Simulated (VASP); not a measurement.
# SnSe (Cmcm) in VASP: notebook

SnSe is run at these levels: PBE+D3(BJ); tasks: relaxation of shape and atoms at fixed volume.

Everything below comes from runs of VASP 6.6.1. Logs are shortened: lines on timing, memory, paths and dates and some standing lists are left out, and cuts for length are marked.

## (1) The cell of the first run

It takes space group Cmcm (No. 63, orthorhombic). Conventional cell: a = 4.157 Å, b = 11.291 Å, c = 4.144 Å, α = 90.00°, β = 90.00°, γ = 90.00°. Within 3.7 Å of Sn (site symmetry m2m) lie 7 Se at 2.70 to 3.61 Å and 2 Sn at 3.42 Å. Se (site symmetry m2m) has 7 Sn at 2.70 to 3.61 Å and 6 Se at 3.79 to 3.84 Å within 3.9 Å.

## (2) Relaxation of shape and atoms at fixed volume, PBE+D3(BJ) (24.31 Å³/atom)

Contents of INCAR:

```
ALGO = Normal
EDIFF = 1E-7
EDIFFG = -0.01
ENCUT = 600
GGA = PE
IBRION = 2
ISIF = 4
ISMEAR = 0
IVDW = 12
LASPH = T
LCHARG = F
LREAL = F
LWAVE = F
NELM = 60
NSW = 50
PREC = Accurate
SIGMA = 0.01
```

Contents of KPOINTS:

```
k-points
0
Gamma
  10 10 8
```

Contents of POSCAR:

```
SnSe
1.0
    2.0782914856     -5.6452563047      0.0000000000
    2.0782914856      5.6452563047      0.0000000000
    0.0000000000      0.0000000000      4.1439772611
Sn Se
2 2
Direct
    0.8793517049      0.1206482951      0.2500000000
    0.1206482951      0.8793517049      0.7500000000
    0.6405629151      0.3594370849      0.2500000000
    0.3594370849      0.6405629151      0.7500000000
```

Potentials or basis: VASP PAW PBE potentials, release 64 (Sn_d, Se).

Started as:

```
$ cat potpaw_PBE.64/Sn_d/POTCAR potpaw_PBE.64/Se/POTCAR > POTCAR
$ mpirun -np 1 vasp_std > vasp.out
```

OUTCAR:

```text
EDIFF = 1E-7
   EDIFFG = -0.01
   ENCUT = 600
   GGA = PE
   IBRION = 2
   ISIF = 4
   ISMEAR = 0
   IVDW = 12
   LASPH = T
   LREAL = F
   NELM = 60
   NSW = 50
   PREC = Accurate
 IVDW          = 12

 ion  position               nearest neighbor table
   1  0.879  0.121  0.250-   3 2.70   4 2.94   4 2.94   4 2.94   4 2.94   2 3.42   2 3.42
   2  0.121  0.879  0.750-   4 2.70   3 2.94   3 2.94   3 2.94   3 2.94   1 3.42   1 3.42
   3  0.641  0.359  0.250-   1 2.70   2 2.94   2 2.94   2 2.94   2 2.94
   4  0.359  0.641  0.750-   2 2.70   1 2.94   1 2.94   1 2.94   1 2.94

  LATTYP: Found a base centered orthorhombic cell.
 ALAT       =     4.1565829712
 B/A-ratio  =     2.7162967003
 C/A-ratio  =     0.9969672902

  Lattice vectors:

 A1 = (   2.0782914856,  -5.6452563047,   0.0000000000)
 A2 = (   2.0782914856,   5.6452563047,   0.0000000000)
 A3 = (   0.0000000000,   0.0000000000,   4.1439772611)

Analysis of symmetry for initial positions (statically):
=====================================================================
 Subroutine PRICEL returns:
 Original cell was already a primitive cell.

 Routine SETGRP: Setting up the symmetry group for a
 base centered orthorhombic supercell.

 Subroutine GETGRP returns: Found  8 space group operations
 (whereof  4 operations were pure point group operations)
 out of a pool of  8 trial point group operations.

The static configuration has the point symmetry C_2h.
 The point group associated with its full space group is D_2h.

Analysis of symmetry for dynamics (positions and initial velocities):
=====================================================================
 Subroutine PRICEL returns:
 Original cell was already a primitive cell.

 Routine SETGRP: Setting up the symmetry group for a
 base centered orthorhombic supercell.

 Subroutine GETGRP returns: Found  8 space group operations
 (whereof  4 operations were pure point group operations)
 out of a pool of  8 trial point group operations.

The dynamic configuration has the point symmetry C_2h.
 The point group associated with its full space group is D_2h.

 Subroutine INISYM returns: Found  8 space group operations
 (whereof  4 operations are pure point group operations),
 and found     1 'primitive' translations

----------------------------------------------------------------------------------------

                                     Primitive cell

  volume of cell :      97.2383

  direct lattice vectors                    reciprocal lattice vectors
     2.078291486 -5.645256305  0.000000000     0.240582230 -0.088569938  0.000000000
     2.078291486  5.645256305  0.000000000     0.240582230  0.088569938  0.000000000
     0.000000000  0.000000000  4.143977261     0.000000000  0.000000000  0.241314065

  length of vectors
     6.015664073  6.015664073  4.143977261     0.256367789  0.256367789  0.241314065

  position of ions in fractional coordinates (direct lattice)
     0.879351705  0.120648295  0.250000000
     0.120648295  0.879351705  0.750000000
     0.640562915  0.359437085  0.250000000
     0.359437085  0.640562915  0.750000000

  ion indices of the primitive-cell ions
   primitive index   ion index
                 1           1
                 2           2
                 3           3
                 4           4

----------------------------------------------------------------------------------------

 KPOINTS: k-points

Automatic generation of k-mesh.
 Grid dimensions read from file:
 generate k-points for:   10   10    8

 Generating k-lattice:

  Cartesian coordinates                     Fractional coordinates (reciprocal lattice)
     0.024058223 -0.008856994  0.000000000     0.100000000  0.000000000  0.000000000
     0.024058223  0.008856994  0.000000000     0.000000000  0.100000000  0.000000000
     0.000000000  0.000000000  0.030164258     0.000000000  0.000000000  0.125000000

  Length of vectors
     0.025636779  0.025636779  0.030164258

  Shift w.r.t. Gamma in fractional coordinates (k-lattice)
     0.000000000  0.000000000  0.000000000

 Subroutine IBZKPT returns following result:
 ===========================================

 Found    155 irreducible k-points:

 Following reciprocal coordinates:
            Coordinates               Weight
  0.000000  0.000000  0.000000      1.000000
  0.100000  0.000000  0.000000      4.000000
  0.200000  0.000000  0.000000      4.000000
  0.300000  0.000000  0.000000      4.000000
  0.400000  0.000000  0.000000      4.000000
  0.500000  0.000000  0.000000      2.000000
[... 16 lines left out ...]
  0.300000  0.300000  0.000000      2.000000
  0.400000  0.300000  0.000000      4.000000
 [... further k-points ...]
   k-points           NKPTS =    155   k-points in BZ     NKDIM =    155   number of bands    NBANDS=     24
   number of dos      NEDOS =    301   number of ions     NIONS =      4
   total plane-waves  NPLWV =  82944
   dimension x,y,z NGX =    48 NGY =   48 NGZ =   36
   dimension x,y,z NGXF=    96 NGYF=   96 NGZF=   72
   ions per type =               2   2
   NGX,Y,Z   is equivalent  to a cutoff of  13.27, 13.27, 14.44 a.u.
   NGXF,Y,Z  is equivalent  to a cutoff of  26.53, 26.53, 28.88 a.u.
 SYSTEM =  unknown system
   PREC   = accura    normal or accurate (medium, high low for compatibility)
   ISTART =      0    job   : 0-new  1-cont  2-samecut
   ICHARG =      2    charge: 1-file 2-atom 10-const
   ISPIN  =      1    spin polarized calculation?
   LNONCOLLINEAR =      F non collinear calculations
   LSORBIT =      F    spin-orbit coupling
   LASPH  =      T    aspherical Exc in radial PAW
   ENCUT  =  600.0 eV  44.10 Ry    6.64 a.u.  12.01 12.01  8.28*2*pi/ulx,y,z
   NELM   =     60;   NELMIN=  2; NELMDL= -5     # of ELM steps
   EDIFF  = 0.1E-06   stopping-criterion for ELM
   LREAL  =      F    real-space projection
   EDIFFG = -.1E-01   stopping-criterion for IOM
   NSW    =     50    number of steps for IOM
   IBRION =      2    ionic relax: 0-MD 1-quasi-New 2-CG
   NFREE  =      1    steps in history (QN), initial steepest desc. (CG)
   ISIF   =      4    stress and relaxation
   ISYM   =      2    0-nonsym 1-usesym 2-fastsym
   POTIM  = 0.5000    time-step for ionic-motion
   TEBEG  =    0.0;   TEEND  =   0.0 temperature during run
   PSTRESS=    0.0 pullay stress
   NELECT =      40.0000    total number of electrons
   NUPDOWN=      -1.0000    fix difference up-down
   EMIN   =  10.00;   EMAX   =-10.00  energy-range for DOS
   EFERMI =   0.00;   METHOD = LEGACY
   ISMEAR =     0;   SIGMA  =   0.01  broadening in eV -4-tet -1-fermi 0-gaus
   EFERMI_NEDOS =   21; number of points for ismear=-14 and -15
   IALGO  =     38    algorithm
   IMIX   =      4    mixing-type and parameters
     AMIX     =   0.40;   BMIX     =  1.00
     AMIX_MAG =   1.60;   BMIX_MAG =  1.00
  volume/ion in A,a.u.               =      24.31       164.05
  Fermi-wavevector in a.u.,A,eV,Ry     =   1.217537  2.300812 20.169242  1.482397
  Thomas-Fermi vector in A             =   2.352854
   LORBIT       =      0    0 simple, 1 ext, 2 COOP (PROOUT), +10 PAW based schemes
   GGA     = PE    functional components
   LHFCALC =     F    Hartree Fock is set to
   AEXX    =    0.0000 exact exchange contribution
   IVDW    =    12    specifies the selected vdW correction
   LEPSILON=     F    determine dielectric tensor
   LRPA    =     F    only Hartree local field effects (RPA)
 conjugate gradient relaxation of ions
 non-spin polarized calculation
 Gauss-broadening in eV      SIGMA  =   0.01
  energy-cutoff  :      600.00
  volume of cell :       97.24
 maximum number of plane-waves:      3271
   NGX = 25   NGY = 25   NGZ = 17

--------------------------------------- Ionic step        1  -------------------------------------------

 number of electron      40.0000000 magnetization

 Free energy of the ion-electron system (eV)
  ---------------------------------------------------
  ext. energy  EPLUGINS =         0.00000000
  ---------------------------------------------------
  free energy    TOTEN  =       -16.19074877 eV

  energy without entropy =      -16.19074877  energy(sigma->0) =      -16.19074877

------------------------ aborting loop because EDIFF is reached ----------------------------------------

 Edisp (eV)   -1.59064

 E8    (eV) :    -0.7159

  FORCE on cell =-STRESS in cart. coord.  units (eV):
  Direction    XX          YY          ZZ          XY          YZ          ZX
  --------------------------------------------------------------------------------------
  -------------------------------------------------------------------------------------
  Total       2.09983     2.20200     2.01211     0.00000     0.00000     0.00000
  in kB      34.59848    36.28197    33.15313     0.00000     0.00000     0.00000
  external pressure =       34.68 kB  Pullay stress =        0.00 kB
[... 149 lines left out ...]
  energy  without entropy=      -17.7860390110  energy(sigma->0) =      -17.78603901

--------------------------------------- Ionic step        5  -------------------------------------------

 number of electron      40.0000000 magnetization

 Free energy of the ion-electron system (eV)
  ---------------------------------------------------
  ext. energy  EPLUGINS =         0.00000000
  ---------------------------------------------------
  free energy    TOTEN  =       -16.19568636 eV

  energy without entropy =      -16.19568636  energy(sigma->0) =      -16.19568636

 E-fermi :   6.6928     XC(G=0): -10.1796

 val. band max:        6.6500003546   @ k =   0.3000   0.3000   0.0000
 cond. band min:       6.7465303736   @ k =   0.5000   0.5000   0.0000
 fundamental gap:      0.0965300190
 Fermi energy:         6.6927881442

 k-point     1 :       0.0000    0.0000    0.0000
  band No.  band energies     occupation
      1     -14.9278      2.00000
      2     -14.9222      2.00000
      3     -14.9163      2.00000
      4     -14.9056      2.00000
      5     -14.8972      2.00000
      6     -14.8922      2.00000
[... 637 lines left out ...]
     23       8.3657      0.00000
     24      10.0498      0.00000

 [... further k-points ...]

------------------------ aborting loop because EDIFF is reached ----------------------------------------

 Edisp (eV)   -1.59042

 E8    (eV) :    -0.7157

  FORCE on cell =-STRESS in cart. coord.  units (eV):
  Direction    XX          YY          ZZ          XY          YZ          ZX
  --------------------------------------------------------------------------------------
  -------------------------------------------------------------------------------------
  Total       1.82412     1.84449     1.84258     0.00000    -0.00000     0.00000
  in kB      30.05566    30.39131    30.35983     0.00000    -0.00000     0.00000
  external pressure =       30.27 kB  Pullay stress =        0.00 kB
[... 19 lines left out ...]
  FREE ENERGIE OF THE ION-ELECTRON SYSTEM (eV)
  ---------------------------------------------------
  free  energy   TOTEN  =       -17.7861090679 eV

  energy  without entropy=      -17.7861090679  energy(sigma->0) =      -17.78610907

 reached required accuracy - stopping structural energy minimisation
```

Wall time 20 min (1 thread of AMD EPYC 9R45 (Zen 5), shared host); peak memory 0.57 GiB.

What came out:

| Property | Result |
| --- | --- |
| Free energy | -17.7861 eV |
| Energy gained by relaxing | 1.2 meV/atom |
| Ionic steps | 5 |
| Pressure after relaxing | 3.0 GPa |
| Largest force after relaxing | 0.009 eV/Å |
| Band gap on the k mesh | 0.10 eV (least direct gap 0.69 eV) |
| Dispersion energy per atom | -0.398 eV |

Forces on the atoms (eV/Å):
```
Sn   0.000 -0.001  0.000
Sn   0.000  0.001  0.000
Se   0.000 -0.009  0.000
Se   0.000  0.009  0.000
```

Step by step:
```
step  energy change (eV)  largest force (eV/Å)  pressure (GPa)  volume (Å³)
   1              0.0000                0.1753            3.47        97.24
   2             -0.0032                0.0802            3.26        97.24
   3             -0.0035                0.0332            3.16        97.24
   4             -0.0047                0.0103            3.06        97.24
   5             -0.0047                0.0091            3.03        97.24
```

Final structure:
```cif
data_structure
_symmetry_space_group_name_H-M 'P 1'
_symmetry_Int_Tables_number 1
_cell_length_a 6.0023
_cell_length_b 6.0023
_cell_length_c 4.1443
_cell_angle_alpha 90.000
_cell_angle_beta 90.000
_cell_angle_gamma 139.364
_cell_volume 97.24
loop_
_atom_site_label
_atom_site_type_symbol
_atom_site_fract_x
_atom_site_fract_y
_atom_site_fract_z
_atom_site_occupancy
Sn1 Sn 0.88110 0.11890 0.25000 1
Sn2 Sn 0.11890 0.88110 0.75000 1
Se1 Se 0.63948 0.36052 0.25000 1
Se2 Se 0.36052 0.63948 0.75000 1
```

Caveat: semilocal functionals underestimate gaps, and a narrow one can read as zero; spin-orbit coupling is left out, which moves the levels of the heavy elements. A k mesh can miss the band edges.

[end of part 1 of 2]
